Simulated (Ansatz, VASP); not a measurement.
## SrCl2 in VASP and in Ansatz

The input INCAR:

```
SYSTEM = SrCl2
  PREC = Accurate
  ENCUT = 520
  EDIFF = 1E-8
  ISMEAR = -1
  SIGMA = 0.02
  LREAL = .FALSE.
  LASPH = .TRUE.
  NELM = 100
  ALGO = Normal
  ISIF = 2
  LWAVE = .FALSE.
  LCHARG = .FALSE.
  GGA = PE
  LEFG = .TRUE.
  NBANDS = 19
```

Contents of KPOINTS:

```
regular mesh
0
G
  6 6 6
  0 0 0
```

The input POSCAR:

```
SrCl2
1.0
    0.0000000000      3.5192138340      3.5192138340
    3.5192138340      0.0000000000      3.5192138340
    3.5192138340      3.5192138340      0.0000000000
Sr Cl
1 2
Direct
    0.0000000000      0.0000000000      0.0000000000
    0.2500000000      0.2500000000      0.2500000000
    0.7500000000      0.7500000000      0.7500000000
```

Input for Ansatz:

```yaml
crystal:
  lattice:
    - [0.0, 3.519213834, 3.519213834]
    - [3.519213834, 0.0, 3.519213834]
    - [3.519213834, 3.519213834, 0.0]
  atoms:
    - { symbol: Sr, position: [0.0, 0.0, 0.0] }
    - { symbol: Cl, position: [0.25, 0.25, 0.25] }
    - { symbol: Cl, position: [0.75, 0.75, 0.75] }
kpoints:
  mp_grid: { grid: [6, 6, 6] }
scf:
  occupations: { method: fermi_dirac, width: 0.02 }
hamiltonian:
  xc: pbe
  pseudopotentials: { kind: all_electron, datasets: crystal }
output:
  forces: true
  stress: true
  eigenvalues: true
  efg: { contact_densities: true }
```

Alike in both runs: task electric field gradients; functional PBE; k mesh 6 × 6 × 6; occupations fermi-dirac, width 0.02 eV; no spin polarisation.

|  | VASP | Ansatz |
| --- | --- | --- |
| version | VASP 6.6.1 | Ansatz 0.2.0 |
| potentials or method | VASP PAW PBE potentials, release 64 (Sr_sv, Cl), cutoff 520 eV | all-electron PAW with datasets made for the crystal, scalar-relativistic |

|  | VASP | Ansatz | Ansatz less VASP |
| --- | --- | --- | --- |
| gap on the k mesh at the Fermi level (eV) | 5.24 | 5.24 | +0.005 |
| pressure (GPa) | 0.1 | 0.0 | -0.07 |

Ansatz ran all-electron here, and VASP with PAW potentials.
